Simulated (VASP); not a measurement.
SnO: single point with PBEsol

Crystal: SnO.

```
Sn O
1.0
     3.29019    0.00000    0.00000
    -1.64509    2.84939    0.00000
     0.00000    0.00000    8.51610
Sn O
2 2
Direct
  0.33333 0.66667 0.00026
  0.66667 0.33333 0.50026
  0.33333 0.66667 0.37474
  0.66667 0.33333 0.87474
```

```yaml
Program: VASP 6.6.1
Task: single point
Functional: PBEsol
Potentials_or_basis: VASP PAW PBE potentials, release 64 (Sn_d, O)
Cutoff: 520 eV
k_mesh: 12 × 12 × 4
Occupations: fermi-dirac, width 0.02 eV
Spin: no spin polarisation
```

| Property | Result |
| --- | --- |
| Pressure | 0.2 GPa |
| Largest force | 0.067 eV/Å |
| Band gap on the k mesh | 1.11 eV (least direct gap 1.30 eV) |

Forces in eV/Å, atoms in the order of the input:
```
Sn   0.000  0.000  0.067
Sn   0.000  0.000  0.067
O    0.000  0.000 -0.067
O    0.000  0.000 -0.067
```

Stress tensor (GPa, compression positive):
```
0.25 0.00 0.00
0.00 0.25 0.00
0.00 0.00 0.06
```

Levels at points of the mesh, in eV from the valence-band top:
```
           k point  band 17  band 18  band 19  band 20  band 21  band 22  band 23  band 24
(0.00, 0.00, 0.00)    -2.68    -2.68    -2.62    -0.91     1.27     2.92     8.17     8.47
(0.50, 0.00, 0.00)    -3.54    -3.45    -1.07    -0.19     1.11     1.39     5.27     6.19
(0.00, 0.00, 0.50)    -2.70    -2.70    -1.83    -1.83     2.14     2.14     8.55     8.55
(0.50, 0.00, 0.50)    -3.49    -3.49    -0.79    -0.79     1.45     1.45     5.64     5.64
```

Run time: 68 s on 1 thread of AMD EPYC 9R45 96-Core Processor (Zen 5), on a shared host, peak memory 0.21 GiB.

Caveat: the PAW data sets were made with another functional, which shifts forces and pressure a little; spin-orbit coupling is left out, which moves the levels of the heavy elements. A k mesh can miss the band edges.
